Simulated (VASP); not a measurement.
Runs of VASP 6.6.1 on NiMoIrPdW. The structure is that of space group P3m1 (No. 156), or close to it. The cells are those of the table. 

| level | cell | gap on the mesh (eV) | pressure (GPa) | moment (μB) | largest force (eV/Å) |
| --- | --- | --- | --- | --- | --- |
| revPBE | a = 4.117, b = 4.117, c = 5.446 Å, angles 90.0, 90.0, 120.0°, 5 atoms | none | 2.9 | 0.00 | (a) |
| PBE | a = 4.117, b = 4.117, c = 5.446 Å, angles 90.0, 90.0, 120.0°, 5 atoms | none | 0.2 | 0.00 | (b) |
| PBE | a = 4.061, b = 4.061, c = 5.372 Å, angles 90.0, 90.0, 120.0°, 5 atoms | none | 10.3 | 0.00 | 0.24 |
| PBE | a = 4.083, b = 4.083, c = 5.417 Å, angles 90.0, 90.0, 120.0°, 5 atoms | none | 5.3 | 0.00 | 0.01 |
| PBE+D4 | a = 4.077, b = 4.077, c = 5.412 Å, angles 90.0, 90.0, 120.0°, 5 atoms | none | 0.2 | 0.00 | 0.01 |

Alike in all rows: task single point; potentials or basis VASP PAW PBE potentials, release 64 (Ni, Mo_sv, Pd, Ir, W_sv); spin collinear, ferromagnetic start; k mesh 6 × 6 × 4; cutoff (eV) 520; smearing fermi-dirac 0.05 eV.

Task: Estimate the missing entries.

Result: (a) 0.19; (b) 0.16.

Caveats: spin-orbit coupling is left out, which moves the levels of the heavy elements; the PAW data sets were made with another functional, which shifts forces and pressure a little (some runs); pairwise dispersion overbinds metals, which lowers pressure and volume (some runs).

A k mesh can miss the band edges, and the runs leave out spin-orbit coupling on Ir, Mo, Pd, W.

A gap of «none» marks levels without a gap at the run's occupations.
